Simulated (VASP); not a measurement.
Set up this calculation in VASP 6.6.1, as the native input.

- Task: single point
- Functional: PBEsol
- Potentials or basis: VASP PAW PBE potentials, release 64 (Si, Ni)
- Cutoff: 520 eV
- k mesh: 12 × 12 × 10
- Occupations: gaussian, width 0.15 eV
- Spin: no spin polarisation
- Dipole correction: no
- Further INCAR settings: ALGO = Fast; EDIFF = 1e-07; NBANDS = 33

The structure of SiNi2 lies in POSCAR:

```
SiNi2
1.0
    3.8104366704      0.0000000000      0.0000000000
   -1.9052183352      3.2999349561      0.0000000000
    0.0000000000      0.0000000000      4.9907400586
Si Ni
2 4
Direct
    0.3333333333      0.6666666667      0.7500000000
    0.6666666667      0.3333333333      0.2500000000
    0.0000000000      0.0000000000      0.0000000000
    0.0000000000      0.0000000000      0.5000000000
    0.3333333333      0.6666666667      0.2500000000
    0.6666666667      0.3333333333      0.7500000000
```

This cell differs from its parent crystal: strain -0.015 along x and y, +0.015 along z.

The input as run:

INCAR

```
SYSTEM = SiNi2
ALGO = Fast
EDIFF = 1E-7
ENCUT = 520
GGA = PS
ISIF = 2
ISMEAR = 0
LASPH = .TRUE.
LCHARG = .FALSE.
LREAL = .FALSE.
LWAVE = .FALSE.
NBANDS = 33
NELM = 60
PREC = Accurate
SIGMA = 0.15
```

KPOINTS

```
k-points
0
G
  12 12 10
  0 0 0
```

Potentials or basis: VASP PAW PBE potentials, release 64 (Si, Ni).

Launch:

```bash
$ cat potpaw_PBE.64/Si/POTCAR potpaw_PBE.64/Ni/POTCAR > POTCAR
$ mpirun -np 1 vasp_std > vasp.out
```

Results of the run:

- Pressure: 4.8 GPa
- Band gap on the k mesh: zero (bands 24 and 25 overlap by 3.73 eV)

Caveat: the cell differs from its parent crystal (strain -0.015 along x and y, +0.015 along z); the cell stands under pressure; the PAW data sets were made with another functional, which shifts forces and pressure a little.

Wall time 2.4 min on 1 thread of AMD EPYC 9R45 96-Core Processor (Zen 5), with other jobs on the host, peak memory 0.27 GiB.
